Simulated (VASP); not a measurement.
Here is a VASP 6.6.1 calculation.

INCAR

```
SYSTEM = SrO
  PREC = Accurate
  ENCUT = 520
  EDIFF = 1E-7
  ISMEAR = 0
  SIGMA = 0.01
  LREAL = .False.
  LASPH = .True.
  NELM = 80
  ALGO = Normal
  ISIF = 2
  LWAVE = .False.
  LCHARG = .False.
  GGA = PE
  NBANDS = 15
```

The input KPOINTS:

```
regular mesh
0
Gamma
  8 8 8
  0 0 0
```

The input POSCAR:

```
SrO
1.0
    0.0000000000      2.6483148576      2.6483148576
    2.6483148576      0.0000000000      2.6483148576
    2.6483148576      2.6483148576      0.0000000000
Sr O
1 1
Direct
    0.5000000000      0.5000000000      0.5000000000
    0.0000000000      0.0000000000      0.0000000000
```

Potentials or basis: VASP PAW PBE potentials, release 64 (Sr_sv, O).

The run is started by

```sh
$ cat potpaw_PBE.64/Sr_sv/POTCAR potpaw_PBE.64/O/POTCAR > POTCAR
$ mpirun -np 1 vasp_std > vasp.out
```

Task: What does it give for the band gap on the k mesh?

Result: 3.30 eV (least direct gap 3.38 eV).

Task: Predict the pressure.

Result: -3.9 GPa.

Caveat: the cell stands under tension. A k mesh can miss the band edges.
